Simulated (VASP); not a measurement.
# SnO2 (P4_2/mnm) in VASP: settings compared, part 2 of 2

VASP 6.6.1. Earlier steps stand in the parts before.

## 3. Single point, r2SCAN

Input file POSCAR:

```
SnO2
1.0
    4.7648180450      0.0000000000      0.0000000000
    0.0000000000      4.7648180450      0.0000000000
    0.0000000000      0.0000000000      3.2074997700
Sn O
2 4
Direct
    0.5000000000      0.5000000000      0.5000000000
    0.0000000000      0.0000000000      0.0000000000
    0.1940277000      0.8059723000      0.5000000000
    0.8059723000      0.1940277000      0.5000000000
    0.3059723000      0.3059723000      0.0000000000
    0.6940277000      0.6940277000      0.0000000000
```

Input file INCAR.step1:

```
PREC = Accurate ; ENCUT = 520
ISMEAR = -1 ; SIGMA = 0.01
LREAL = F ; LASPH = T
NELM = 60 ; NBANDS = 35
GGA = PE ; ALGO = Normal
EDIFF = 1E-4 ; LWAVE = T
LCHARG = F
```

Input file INCAR.step2:

```
PREC = Accurate ; ENCUT = 520
EDIFF = 1E-6 ; ISMEAR = -1
SIGMA = 0.01 ; LREAL = F
LASPH = T ; NELM = 60
ALGO = Normal ; ISIF = 2
LWAVE = F ; LCHARG = F
METAGGA = R2SCAN ; LMIXTAU = T
NBANDS = 35 ; ISTART = 1
```

Input file KPOINTS:

```
regular mesh
0
Gamma
  7 7 10
```

Potentials or basis: VASP PAW PBE potentials, release 64 (Sn_d, O).

The run is started by

```console
cat potpaw_PBE.64/Sn_d/POTCAR potpaw_PBE.64/O/POTCAR > POTCAR
cp INCAR.step1 INCAR
mpirun -np 1 vasp_std > vasp.out
cp INCAR.step2 INCAR
mpirun -np 1 vasp_std > vasp.out
```

OUTCAR:

```text
PREC = Accurate
   ENCUT = 520
   EDIFF = 1E-6
   ISMEAR = -1
   LREAL = F
   LASPH = T
   NELM = 60
   ISIF = 2
   METAGGA = R2SCAN
   ISTART = 1

 ion  position               nearest neighbor table
   1  0.500  0.500  0.500-   3 2.06   4 2.06   5 2.07   6 2.07   5 2.07   6 2.07   2 3.73   2 3.73
                             2 3.73   2 3.73   2 3.73   2 3.73   2 3.73   2 3.73
   2  0.000  0.000  0.000-   5 2.06   6 2.06   3 2.07   4 2.07   3 2.07   4 2.07   1 3.73   1 3.73
                             1 3.73   1 3.73   1 3.73   1 3.73   1 3.73   1 3.73
   3  0.194  0.806  0.500-   1 2.06   2 2.07   2 2.07
   4  0.806  0.194  0.500-   1 2.06   2 2.07   2 2.07
   5  0.306  0.306  0.000-   2 2.06   1 2.07   1 2.07
   6  0.694  0.694  0.000-   2 2.06   1 2.07   1 2.07

  LATTYP: Found a simple tetragonal cell.
 ALAT       =     4.7648180450
 C/A-ratio  =     0.6731631176

  Lattice vectors:

 A1 = (   4.7648180450,   0.0000000000,   0.0000000000)
 A2 = (   0.0000000000,   4.7648180450,   0.0000000000)
 A3 = (   0.0000000000,   0.0000000000,   3.2074997700)

Analysis of symmetry for initial positions (statically):
=====================================================================
 Subroutine PRICEL returns:
 Original cell was already a primitive cell.

 Routine SETGRP: Setting up the symmetry group for a
 simple tetragonal supercell.

 Subroutine GETGRP returns: Found 16 space group operations
 (whereof  8 operations were pure point group operations)
 out of a pool of 16 trial point group operations.

The static configuration has the point symmetry D_2h.
 The point group associated with its full space group is D_4h.

Analysis of symmetry for dynamics (positions and initial velocities):
=====================================================================
 Subroutine PRICEL returns:
 Original cell was already a primitive cell.

 Routine SETGRP: Setting up the symmetry group for a
 simple tetragonal supercell.

[... 128 lines left out ...]
   ISMEAR =    -1;   SIGMA  =   0.01  broadening in eV -4-tet -1-fermi 0-gaus
   EFERMI_NEDOS =   21; number of points for ismear=-14 and -15
   IALGO  =     38    algorithm
   IMIX   =      4    mixing-type and parameters
     AMIX     =   0.40;   BMIX     =  1.00
     AMIX_MAG =   1.60;   BMIX_MAG =  1.00
  volume/ion in A,a.u.               =      12.14        81.90
  Fermi-wavevector in a.u.,A,eV,Ry     =   1.463265  2.765169 29.132021  2.141143
  Thomas-Fermi vector in A             =   2.579380
   LORBIT       =      0    0 simple, 1 ext, 2 COOP (PROOUT), +10 PAW based schemes
   METAGGA = R2SCAN    functional components
   LHFCALC =     F    Hartree Fock is set to
   AEXX    =    0.0000 exact exchange contribution
   IVDW    =     0    specifies the selected vdW correction
   LEPSILON=     F    determine dielectric tensor
   LRPA    =     F    only Hartree local field effects (RPA)
 non-spin polarized calculation
  energy-cutoff  :      520.00
  volume of cell :       72.82
 maximum number of plane-waves:      1988
 NGX is ok and might be reduce to    36
   NGX = 17   NGY = 17   NGZ = 11

 number of electron      52.0000006 magnetization

 Free energy of the ion-electron system (eV)
  ---------------------------------------------------
  ext. energy  EPLUGINS =         0.00000000
  ---------------------------------------------------
  free energy    TOTEN  =       -84.63134398 eV

  energy without entropy =      -84.63134398  energy(sigma->0) =      -84.63134398

 E-fermi :   5.7209     XC(G=0): -11.9461

 val. band max:        5.5097916649   @ k =   0.0000   0.0000   0.0000
 cond. band min:       7.2515901147   @ k =   0.0000   0.0000   0.0000
 fundamental gap:      1.7417984498
 Fermi energy:         5.7208961045

 k-point     1 :       0.0000    0.0000    0.0000
  band No.  band energies     occupation
      1     -16.2188      2.00000
      2     -15.3131      2.00000
      3     -15.0249      2.00000
      4     -15.0249      2.00000
      5     -15.0030      2.00000
      6     -14.9637      2.00000
[... 901 lines left out ...]
     34      18.7514      0.00000
     35      18.8294      0.00000

 [... further k-points ...]
[... 5 lines left out ...]
  --------------------------------------------------------------------------------------
  -------------------------------------------------------------------------------------
  Total        0.0692278      0.0692278      0.0740462      0.0000000      0.0000000      0.0000000
  in kB        1.5231112      1.5231112      1.6291244      0.0000000      0.0000000      0.0000000
  external PRESSURE =       1.5584490 kB  Pullay stress =       0.0000000 kB

 VOLUME and BASIS-vectors are now :
 -----------------------------------------------------------------------------
  energy-cutoff  :      520.00
  volume of cell :       72.82
      direct lattice vectors                 reciprocal lattice vectors
     4.764818045  0.000000000  0.000000000     0.209871603  0.000000000  0.000000000
     0.000000000  4.764818045  0.000000000     0.000000000  0.209871603  0.000000000
     0.000000000  0.000000000  3.207499770     0.000000000  0.000000000  0.311769313

 POSITION                                       TOTAL-FORCE (eV/Angst)
 -----------------------------------------------------------------------------------
      2.38241      2.38241      1.60375         0.000000      0.000000      0.000000
      0.00000      0.00000      0.00000         0.000000      0.000000      0.000000
      0.92451      3.84031      1.60375         0.013432     -0.013432      0.000000
      3.84031      0.92451      1.60375        -0.013432      0.013432     -0.000000
      1.45790      1.45790      0.00000        -0.013432     -0.013432      0.000000
      3.30692      3.30692      0.00000         0.013432      0.013432     -0.000000
 -----------------------------------------------------------------------------------
    total drift:                                0.000000      0.000000      0.000000

  FREE ENERGIE OF THE ION-ELECTRON SYSTEM (eV)
  ---------------------------------------------------
  free  energy   TOTEN  =       -84.6313439791 eV

  energy  without entropy=      -84.6313439791  energy(sigma->0) =      -84.63134398
```

Wall time 3 min (1 thread of Intel Xeon 6975P-C (Granite Rapids), shared host); peak memory 0.26 GiB.

Results:

| Property | Result |
| --- | --- |
| Free energy | -84.6313 eV |
| Pressure | 0.2 GPa |
| Largest force | 0.019 eV/Å |
| Band gap on the k mesh | 1.74 eV, direct |

Forces on the atoms (eV/Å):
```
Sn   0.000  0.000  0.000
Sn   0.000  0.000  0.000
O    0.013 -0.013  0.000
O   -0.013  0.013  0.000
O   -0.013 -0.013  0.000
O    0.013  0.013  0.000
```

Caveat: the PAW data sets were made with another functional, which shifts forces and pressure a little; spin-orbit coupling is left out, which moves the levels of the heavy elements. r2SCAN opens gaps a little over a GGA but as a rule still falls short of measured ones.
